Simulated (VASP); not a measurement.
The system is C4N.

```xyz
5
Lattice="3.0197 -3.6214 0.0000 3.0197 3.6214 0.0000 0.0000 0.0000 2.7517" Properties=species:S:1:pos:R:3 pbc="T T T"
C     3.0197   -1.6857    1.3758
C     1.7125    0.0000    0.0000
C     4.3269    0.0000    0.0000
C     3.0197    1.6857    1.3758
N     3.0197    0.0000    1.3758
```

```yaml
Program: VASP 6.6.1
Task: relaxation of cell and atoms
Functional: PBE
Potentials_or_basis: VASP PAW PBE potentials, release 64 (C, N)
Cutoff: 600 eV
k_mesh: 4 × 4 × 6
Occupations: gaussian, width 0.1 eV
Spin: no spin polarisation
```

At the start: pressure -20.4 GPa; volume 12.04 Å³/atom.

Problem. Where does the relaxation end?

Solution. Over 48 steps the energy falls by 2132.9 meV/atom and the volume is 9.42 Å³/atom (-21.8 %); space group Cmmm (No. 65, to 0.05 Å).

The path:
| step | energy change (eV) | largest force (eV/Å) | pressure (GPa) | volume (Å³) |
| --- | --- | --- | --- | --- |
| 1 | 0.0000 | 2.2492 | -20.41 | 60.18 |
| 3 | -1.2539 | 0.9355 | 1.32 | 49.32 |
| 5 | -0.8401 | 9.5591 | 31.49 | 47.93 |
| 7 | -1.5644 | 3.0763 | 15.26 | 48.46 |
| 9 | -1.6972 | 1.3270 | 8.56 | 49.14 |
| 11 | -2.0268 | 4.1448 | 4.71 | 52.92 |
| 13 | -2.3915 | 1.4440 | -6.78 | 55.66 |
| 15 | -2.9674 | 3.9830 | -32.76 | 67.98 |
| 17 | -3.0558 | 2.9277 | -28.29 | 64.18 |
| 19 | -3.9596 | 3.0250 | -32.00 | 68.19 |
| 21 | -3.5830 | 7.7249 | -26.16 | 79.54 |
| 23 | -6.6065 | 2.5811 | -31.11 | 71.53 |
| 25 | -3.9114 | 17.8298 | 54.46 | 55.99 |
| 27 | -8.3005 | 5.1469 | -8.38 | 63.35 |
| 29 | -8.9045 | 1.7080 | -0.88 | 59.89 |
| 31 | -9.7028 | 3.6084 | -16.72 | 59.95 |
| 33 | -10.2136 | 0.4730 | -9.55 | 55.85 |
| 35 | -10.3686 | 0.9584 | -2.59 | 53.98 |
| 37 | -10.4898 | 0.7662 | -0.11 | 52.65 |
| 39 | -10.5436 | 0.6377 | -2.08 | 52.03 |
| 41 | -10.6184 | 0.5257 | -3.05 | 50.48 |
| 43 | -10.6465 | 0.4177 | -0.76 | 49.07 |
| 45 | -10.6607 | 0.3610 | -1.54 | 47.64 |
| 47 | -10.6642 | 0.0459 | -0.23 | 47.16 |
| 48 | -10.6643 | 0.0173 | 0.00 | 47.08 |

Final structure:
```
C N
1.0
     3.85572   -2.38353    0.00000
     3.85572    2.38353    0.00000
     0.00000    0.00000    2.56131
C N
4 1
Direct
  0.76271 0.23729 0.50000
  0.09049 0.09049 0.00000
  0.90951 0.90951 0.00000
  0.23729 0.76271 0.50000
  0.50000 0.50000 0.50000
```

Caveat: the k points lie up to 0.41 Å⁻¹ apart in the final cell; the volume moved by over 15 % at a fixed basis, so the end points are rough.
